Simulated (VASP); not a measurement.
Si:

```
CELL_PARAMETERS angstrom
3.83213 0.00000 0.00000
-1.91606 3.31872 0.00000
0.00000 0.00000 6.01084
ATOMIC_POSITIONS crystal
Si 0.33333 0.66667 0.99663
Si 0.66667 0.33333 0.49663
Si 0.33333 0.66667 0.37837
Si 0.66667 0.33333 0.87837
```

This cell differs from its parent crystal: uniaxial z strain -5.2%.

Base run:

- Program: VASP 6.6.1
- Functional: HSE06
- Potentials or basis: VASP PAW PBE potentials, release 64 (Si)
- Cutoff: 520 eV
- k mesh: 6 × 6 × 4
- Occupations: fermi-dirac, width 0.02 eV
- Spin: no spin polarisation

Its results: band gap on the k mesh 0.62 eV, indirect (least direct gap 1.20 eV); pressure 5.4 GPa; largest force 0.022 eV/Å.

Q: The run is repeated on the same cell with these changes: functional from HSE06 to r2SCAN; k mesh from 6 × 6 × 4 to 12 × 12 × 4. What comes out?

A: Band gap on the k mesh 0.25 eV, indirect (least direct gap 0.88 eV); pressure 5.7 GPa; largest force 0.004 eV/Å.

Several settings changed at once, so the effect can't be laid on one alone.

Caveats: the PAW data sets were made with another functional, which shifts forces and pressure a little.

A k mesh can miss the band edges.
